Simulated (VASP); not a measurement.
# Fe (Im-3m) in VASP: notebook, part 2 of 2

VASP 6.6.1.

## Step 3: Single point, r2SCAN, collinear spin, ferromagnetic start

File POSCAR:

```
Fe
1.0
   -1.4583870000      1.4583870000      1.4583870000
    1.4583870000     -1.4583870000      1.4583870000
    1.4583870000      1.4583870000     -1.4583870000
Fe
1
Direct
    0.0000000000      0.0000000000      0.0000000000
```

File INCAR.step1:

```
ALGO = Normal ; EDIFF = 1E-5
ENCUT = 660 ; GGA = PE
GGA_COMPAT = F ; ISMEAR = -1
ISPIN = 2 ; LASPH = T
LCHARG = F ; LMAXMIX = 4
LREAL = F ; LWAVE = T
MAGMOM = 0.2 ; NBANDS = 14
NELM = 200 ; PREC = Accurate
SIGMA = 0.1
```

File INCAR.step2:

```
ALGO = Normal ; EDIFF = 1E-6
ENCUT = 660 ; GGA_COMPAT = F
ISIF = 2 ; ISMEAR = -1
ISPIN = 2 ; ISTART = 1
LASPH = T ; LCHARG = F
LMAXMIX = 4 ; LMIXTAU = T
LORBIT = 11 ; LREAL = F
LWAVE = F ; MAGMOM = 0.2
METAGGA = R2SCAN ; NBANDS = 14
NELM = 200 ; PREC = Accurate
SIGMA = 0.1
```

File KPOINTS:

```
k-points
0
Gamma
  9 9 9
```

Potentials or basis: VASP PAW PBE potentials, release 64 (Fe).

Run with:

```console
> cat potpaw_PBE.64/Fe/POTCAR > POTCAR
> cp INCAR.step1 INCAR
> mpirun -np 1 vasp_std > vasp.out
> cp INCAR.step2 INCAR
> mpirun -np 1 vasp_std > vasp.out
```

OUTCAR:

```text
EDIFF = 1E-6
   ENCUT = 660
   ISIF = 2
   ISMEAR = -1
   ISPIN = 2
   ISTART = 1
   LASPH = T
   LORBIT = 11
   LREAL = F
   METAGGA = R2SCAN
   NELM = 200
   PREC = Accurate

 ion  position               nearest neighbor table
   1  0.000  0.000  0.000-

  LATTYP: Found a body centered cubic cell.
 ALAT       =     2.9167740000

  Lattice vectors:

 A1 = (  -1.4583870000,   1.4583870000,   1.4583870000)
 A2 = (   1.4583870000,  -1.4583870000,   1.4583870000)
 A3 = (   1.4583870000,   1.4583870000,  -1.4583870000)

Analysis of symmetry for initial positions (statically):
=====================================================================
 Subroutine PRICEL returns:
 Original cell was already a primitive cell.

 Routine SETGRP: Setting up the symmetry group for a
 body centered cubic supercell.

 Subroutine GETGRP returns: Found 48 space group operations
 (whereof 48 operations were pure point group operations)
 out of a pool of 48 trial point group operations.

The static configuration has the point symmetry O_h .

Analysis of symmetry for dynamics (positions and initial velocities):
=====================================================================
 Subroutine PRICEL returns:
 Original cell was already a primitive cell.

 Routine SETGRP: Setting up the symmetry group for a
 body centered cubic supercell.

 Subroutine GETGRP returns: Found 48 space group operations
 (whereof 48 operations were pure point group operations)
 out of a pool of 48 trial point group operations.

The dynamic configuration has the point symmetry O_h .

Analysis of structural, dynamic, and magnetic symmetry:
=====================================================================
 Subroutine PRICEL returns:
 Original cell was already a primitive cell.

 Routine SETGRP: Setting up the symmetry group for a
 body centered cubic supercell.

 Subroutine GETGRP returns: Found 48 space group operations
 (whereof 48 operations were pure point group operations)
 out of a pool of 48 trial point group operations.

The overall configuration has the point symmetry O_h .

 Subroutine INISYM returns: Found 48 space group operations
 (whereof 48 operations are pure point group operations),
 and found     1 'primitive' translations

----------------------------------------------------------------------------------------

                                     Primitive cell

  volume of cell :      12.4073

  direct lattice vectors                    reciprocal lattice vectors
    -1.458387000  1.458387000  1.458387000     0.000000000  0.342844526  0.342844526
     1.458387000 -1.458387000  1.458387000     0.342844526  0.000000000  0.342844526
     1.458387000  1.458387000 -1.458387000     0.342844526  0.342844526  0.000000000

  length of vectors
     2.526000381  2.526000381  2.526000381     0.484855379  0.484855379  0.484855379

  position of ions in fractional coordinates (direct lattice)
     0.000000000  0.000000000  0.000000000

  ion indices of the primitive-cell ions
   primitive index   ion index
                 1           1

----------------------------------------------------------------------------------------

 KPOINTS: k-points

Automatic generation of k-mesh.
 Grid dimensions read from file:
 generate k-points for:    9    9    9

 Generating k-lattice:

  Cartesian coordinates                     Fractional coordinates (reciprocal lattice)
     0.000000000  0.038093836  0.038093836     0.111111111  0.000000000  0.000000000
     0.038093836  0.000000000  0.038093836     0.000000000  0.111111111  0.000000000
     0.038093836  0.038093836  0.000000000     0.000000000  0.000000000  0.111111111

[... 72 lines left out ...]
   EFERMI_NEDOS =   21; number of points for ismear=-14 and -15
   IALGO  =     38    algorithm
   IMIX   =      4    mixing-type and parameters
     AMIX     =   0.40;   BMIX     =  1.00
     AMIX_MAG =   1.60;   BMIX_MAG =  1.00
  volume/ion in A,a.u.               =      12.41        83.73
  Fermi-wavevector in a.u.,A,eV,Ry     =   1.414312  2.672663 27.215459  2.000280
  Thomas-Fermi vector in A             =   2.535868
   LORBIT       =     11    0 simple, 1 ext, 2 COOP (PROOUT), +10 PAW based schemes
   METAGGA = R2SCAN    functional components
   LHFCALC =     F    Hartree Fock is set to
   AEXX    =    0.0000 exact exchange contribution
   IVDW    =     0    specifies the selected vdW correction
   LEPSILON=     F    determine dielectric tensor
   LRPA    =     F    only Hartree local field effects (RPA)
 spin polarized calculation
  energy-cutoff  :      660.00
  volume of cell :       12.41
 maximum number of plane-waves:       486
 NGX is ok and might be reduce to    24
   NGX = 11   NGY = 11   NGZ = 11

 number of electron       8.0000000 magnetization       0.0019961

 number of electron       8.0000000 magnetization      -0.0001742

 Free energy of the ion-electron system (eV)
  ---------------------------------------------------
  ext. energy  EPLUGINS =         0.00000000
  ---------------------------------------------------
  free energy    TOTEN  =       -13.03342580 eV

  energy without entropy =      -12.90376444  energy(sigma->0) =      -12.96859512

 E-fermi :   4.8934     XC(G=0): -13.7413

 val. band max:        4.8804491247   @ k =   0.2222   0.1111   0.1111
 cond. band min:       4.9212395174   @ k =   0.0000   0.0000   0.0000
 fundamental gap:      0.0407903927
 Fermi energy:         4.8933644168

 spin component 1

 k-point     1 :       0.0000    0.0000    0.0000
  band No.  band energies     occupation
      1      -3.5041      1.00000
      2       3.3553      1.00000
      3       3.3553      1.00000
      4       3.3553      1.00000
      5       4.9212      0.43076
      6       4.9212      0.43075
      7      30.0052      0.00000
      8      30.0052      0.00000
      9      30.0052      0.00000
     10      34.7845      0.00000
     11      34.7845      0.00000
     12      36.7129      0.00000
     13      36.7130      0.00000
     14      36.7130      0.00000
[... 379 lines left out ...]
      3       2.8696      1.00000
      4       4.5326      0.97361
      5       5.5667      0.00119
      6       8.8256      0.00000
      7      12.4266      0.00000
      8      18.2376      0.00000
      9      25.1001      0.00000
     10      30.4219      0.00000
     11      31.7467      0.00000
     12      36.7894      0.00000
     13      39.6035      0.00000
     14      51.2932      0.00000

 [... further k-points ...]

 spin component 2

 k-point     1 :       0.0000    0.0000    0.0000
  band No.  band energies     occupation
      1      -3.5039      1.00000
      2       3.3546      1.00000
      3       3.3546      1.00000
      4       3.3546      1.00000
      5       4.9215      0.43006
      6       4.9215      0.43005
      7      30.0053      0.00000
      8      30.0053      0.00000
      9      30.0053      0.00000
     10      34.7847      0.00000
     11      34.7847      0.00000
     12      36.7127      0.00000
     13      36.7127      0.00000
     14      36.7127      0.00000
[... 379 lines left out ...]
      3       2.8698      1.00000
      4       4.5324      0.97366
      5       5.5661      0.00120
      6       8.8257      0.00000
      7      12.4265      0.00000
      8      18.2376      0.00000
      9      25.1001      0.00000
     10      30.4218      0.00000
     11      31.7467      0.00000
     12      36.7893      0.00000
     13      39.6034      0.00000
     14      51.2930      0.00000

 [... further k-points ...]

------------------------ aborting loop because EDIFF is reached ----------------------------------------

  FORCE on cell =-STRESS in cart. coord.  units (eV):
  Direction    XX          YY          ZZ          XY          YZ          ZX
  --------------------------------------------------------------------------------------
  -------------------------------------------------------------------------------------
  Total       -2.8025504     -2.8025504     -2.8025504      0.0000000      0.0000000      0.0000000
  in kB     -361.8975741   -361.8975741   -361.8975741      0.0000000      0.0000000      0.0000000
  external PRESSURE =    -361.8975741 kB  Pullay stress =       0.0000000 kB

 VOLUME and BASIS-vectors are now :
 -----------------------------------------------------------------------------
  energy-cutoff  :      660.00
  volume of cell :       12.41
      direct lattice vectors                 reciprocal lattice vectors
    -1.458387000  1.458387000  1.458387000     0.000000000  0.342844526  0.342844526
     1.458387000 -1.458387000  1.458387000     0.342844526  0.000000000  0.342844526
     1.458387000  1.458387000 -1.458387000     0.342844526  0.342844526  0.000000000

 POSITION                                       TOTAL-FORCE (eV/Angst)
 -----------------------------------------------------------------------------------
      0.00000      0.00000      0.00000         0.000000     -0.000000     -0.000000
 -----------------------------------------------------------------------------------
    total drift:                                0.000000      0.000000      0.000000

  FREE ENERGIE OF THE ION-ELECTRON SYSTEM (eV)
  ---------------------------------------------------
  free  energy   TOTEN  =       -13.0334258029 eV

  energy  without entropy=      -12.9037644381  energy(sigma->0) =      -12.96859512

 total charge

# of ion       s       p       d       tot
------------------------------------------
    1        0.447   0.473   6.184   7.103

 magnetization (x)

# of ion       s       p       d       tot
------------------------------------------
    1        0.000   0.000  -0.000  -0.000
```

It took 29 s on 1 thread of Intel Xeon 6975P-C (Granite Rapids), shared host; peak memory 0.16 GiB.

Results:

```
Free energy                                           : -13.0334 eV
Pressure                                              : -36.2 GPa
Band gap on the k mesh                                : zero (filled and empty bands overlap)
Net moment                                            : 0.00 μB per cell
Valence electrons inside the program's atomic spheres : Fe 7.10
```

Levels at points of the mesh, in eV from the Fermi level:
Spin up:
```
           k point  band 1  band 2  band 3  band 4  band 5  band 6  band 7  band 8  band 9
(0.00, 0.00, 0.00)   -8.40   -1.54   -1.54   -1.54    0.03    0.03   25.11   25.11   25.11
```
Spin down:
| k point | band 2 | band 3 | band 4 | band 5 | band 6 | band 7 |
| --- | --- | --- | --- | --- | --- | --- |
| (0.00, 0.00, 0.00) | -1.54 | -1.54 | -1.54 | 0.03 | 0.03 | 25.11 |

Caveat: the PAW data sets were made with another functional, which shifts forces and pressure a little.
